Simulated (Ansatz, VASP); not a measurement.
# Eu in VASP and in Ansatz

```xyz
1
Lattice="-2.2647 2.2647 2.2647 2.2647 -2.2647 2.2647 2.2647 2.2647 -2.2647" Properties=species:S:1:pos:R:3 pbc="T T T"
Eu    0.0000    0.0000    0.0000
```

Alike in both runs: functional RPBE; k mesh 10 × 10 × 10; occupations fermi-dirac, width 0.05 eV; collinear spin.

Ansatz relaxed the structure, and its values are those at the end. VASP's run is a single point on that final structure, the one shown.

|  | VASP | Ansatz |
| --- | --- | --- |
| version | VASP 6.6.1 | Ansatz 0.2.0 |
| potentials or method | VASP PAW PBE potentials, release 64 (Eu), cutoff 520 eV | plane waves (420 eV) with PAW, scalar-relativistic |
| valence electrons in the cell | 17 | 17 |

|  | VASP | Ansatz | Ansatz less VASP |
| --- | --- | --- | --- |
| pressure (GPa) | -0.2 | 0.0 | +0.25 |
| net moment per atom (μB) | 7.45 | 7.46 | +0.003 |
| size of the moment on the site where the two differ most (μB) | 6.71 | 7.13 | +0.412 |

VASP's potentials were made for PBE, not for RPBE. Site moments also hang on the region over which each program counts them.

Neither program's run includes spin-orbit coupling.
